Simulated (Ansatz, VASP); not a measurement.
W in VASP and in Ansatz

File POSCAR:

```
W
1.0
   -1.5518803884      1.5518803884      1.5518803884
    1.5518803884     -1.5518803884      1.5518803884
    1.5518803884      1.5518803884     -1.5518803884
W
1
Direct
    0.0000000000      0.0000000000      0.0000000000
```

File INCAR.step1:

```
SYSTEM = W
PREC     = Accurate       ! precision mode
ENCUT    = 520            ! plane-wave cutoff, eV
ISMEAR   = 0              ! smearing method
SIGMA    = 0.1            ! smearing width, eV
LREAL    = .False.        ! projectors in reciprocal space
LASPH    = .True.         ! aspherical terms in the spheres
NELM     = 60             ! most SCF steps
NBANDS   = 13             ! bands
GGA      = PE             ! functional
ALGO     = Normal         ! electronic algorithm
EDIFF    = 1E-4           ! SCF threshold, eV
LWAVE    = .True.         ! write WAVECAR
LCHARG   = .False.        ! write CHGCAR
```

The input INCAR.step2:

```
SYSTEM = W
PREC     = Accurate       ! precision mode
ENCUT    = 520            ! plane-wave cutoff, eV
EDIFF    = 1E-6           ! SCF threshold, eV
ISMEAR   = 0              ! smearing method
SIGMA    = 0.1            ! smearing width, eV
LREAL    = .False.        ! projectors in reciprocal space
LASPH    = .True.         ! aspherical terms in the spheres
NELM     = 60             ! most SCF steps
ALGO     = Normal         ! electronic algorithm
ISIF     = 2              ! what is computed and relaxed
LWAVE    = .False.        ! write WAVECAR
LCHARG   = .False.        ! write CHGCAR
METAGGA  = R2SCAN         ! meta-GGA
LMIXTAU  = .True.       
NBANDS   = 13             ! bands
ISTART   = 1
```

File KPOINTS:

```
Automatic mesh
0
Gamma
  18 18 18
  0 0 0
```

Input for Ansatz:

```yaml
crystal:
  lattice:
    - [-1.5518803884, 1.5518803884, 1.5518803884]
    - [1.5518803884, -1.5518803884, 1.5518803884]
    - [1.5518803884, 1.5518803884, -1.5518803884]
  atoms:
    - { symbol: W, position: [0.0, 0.0, 0.0] }
basis:
  ecutwfc: 500
kpoints:
  mp_grid: { grid: [18, 18, 18] }
hamiltonian:
  xc: r2scan
scf:
  occupations: { method: gaussian, width: 0.1 }
output:
  forces: true
  stress: true
  eigenvalues: true
```

Alike in both runs: task single point; functional r2SCAN; k mesh 18 × 18 × 18; occupations gaussian, width 0.1 eV; no spin polarisation.

|  | VASP | Ansatz |
| --- | --- | --- |
| version | VASP 6.6.1 | Ansatz 0.2.0 |
| potentials or method | VASP PAW PBE potentials, release 64 (W_sv), cutoff 520 eV | scalar-relativistic, plane waves, PAW |
| valence electrons in the cell | 14 | 14 |

|  | VASP | Ansatz | Ansatz less VASP |
| --- | --- | --- | --- |
| gap on the k mesh at the Fermi level (eV) | none | none | - |
| pressure (GPa) | 24.2 | 22.6 | -1.59 |

VASP's potentials were made for PBE, not for r2SCAN. A gap of «none» marks a metal or a gap that the smearing closes. The functional is the same, so the differences come from potentials, cutoffs and numerics.

Spin-orbit coupling is off throughout.
